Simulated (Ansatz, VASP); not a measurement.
One calculation of HfO2, two programs

```
CELL_PARAMETERS angstrom
-0.20096 2.45251 2.45251
2.45251 -0.20096 2.45251
2.45251 2.45251 -0.20096
ATOMIC_POSITIONS crystal
Hf 0.00000 0.00000 0.00000
O 0.25000 0.25000 0.25000
O 0.75000 0.75000 0.75000
```

Alike in both runs: task single point; functional PBE; k mesh 8 × 8 × 8; occupations gaussian, width 0.05 eV; no spin polarisation.

```csv
,VASP,Ansatz
version,VASP 6.6.1,Ansatz 0.2.0
potentials or method,"VASP PAW PBE potentials, release 64 (Hf_pv, O), cutoff 520 eV","scalar-relativistic, plane waves, PAW"
valence electrons in the cell,22,38
```

```csv
,VASP,Ansatz,Ansatz less VASP
gap on the k mesh at the Fermi level (eV),3.91,3.89,-0.015
least direct gap on the mesh (eV),3.91,3.89,-0.015
pressure (GPa),1.4,5.0,+3.57
"traceless stress, the component that is largest in VASP (GPa)",10.28,10.65,+0.362
rms of the force components (eV/Å),0.685,0.724,+0.0394
```

Atom by atom the forces differ by 0.039 eV/Å (rms over components). VASP's potentials hold 22 valence electrons a cell and Ansatz's 38, so a difference there can come from the potentials and not from the codes.

Neither program's run includes spin-orbit coupling.
